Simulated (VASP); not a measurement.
Wanted: the native input for a VASP 6.6.1 run.

```
Task                   : single point
Functional             : PBE
Potentials or basis    : VASP PAW PBE potentials, release 64 (Hf_pv, N)
Cutoff                 : 520 eV
k mesh                 : 18 × 18 × 18
Occupations            : methfessel-paxton, width 0.2 eV
Spin                   : no spin polarisation
Dipole correction      : no
Further INCAR settings : ALGO = Normal; EDIFF = 1e-06; NBANDS = 14
```

The structure of HfN lies in POSCAR:

```
HfN
1.0
    0.0000000000      2.2590000000      2.2590000000
    2.2590000000      0.0000000000      2.2590000000
    2.2590000000      2.2590000000      0.0000000000
Hf N
1 1
Direct
   -0.0442673749     -0.0442673749      0.0442673749
    0.5000000000      0.5000000000      0.5000000000
```

This cell differs from its parent crystal: atom 1 (Hf) moved by (+0.000, -0.200) A along [1 1 0] and z.

One way to write it, as run:

INCAR

```
SYSTEM = HfN
PREC = Accurate
ENCUT = 520
EDIFF = 1E-6
ISMEAR = 1
SIGMA = 0.2
LREAL = .False.
LASPH = .True.
NELM = 80
ALGO = Normal
ISIF = 2
LWAVE = .False.
LCHARG = .True.
GGA = PE
LELF = .True.
LVHAR = .True.
NBANDS = 14
```

KPOINTS

```
regular mesh
0
Gamma
  18 18 18
  0 0 0
```

Potentials or basis: VASP PAW PBE potentials, release 64 (Hf_pv, N).

The run is started by

```sh
$ cat potpaw_PBE.64/Hf_pv/POTCAR potpaw_PBE.64/N/POTCAR > POTCAR
$ mpirun -np 1 vasp_std > vasp.out
```

It gave:

```json
{
  "Pressure": "8.6 GPa",
  "Largest force": "2.517 eV/Å"
}
```

Caveat: the cell differs from its parent crystal (atom 1 (Hf) moved by (+0.000, -0.200) A along [1 1 0] and z); forces of over 1 eV/Å act on the atoms, so gaps and moduli don't describe the material at rest.

It took 69 s on 1 thread of Intel(R) Xeon(R) Platinum 8375C CPU @ 2.90GHz (Ice Lake) (shared host), peak memory 0.28 GiB.
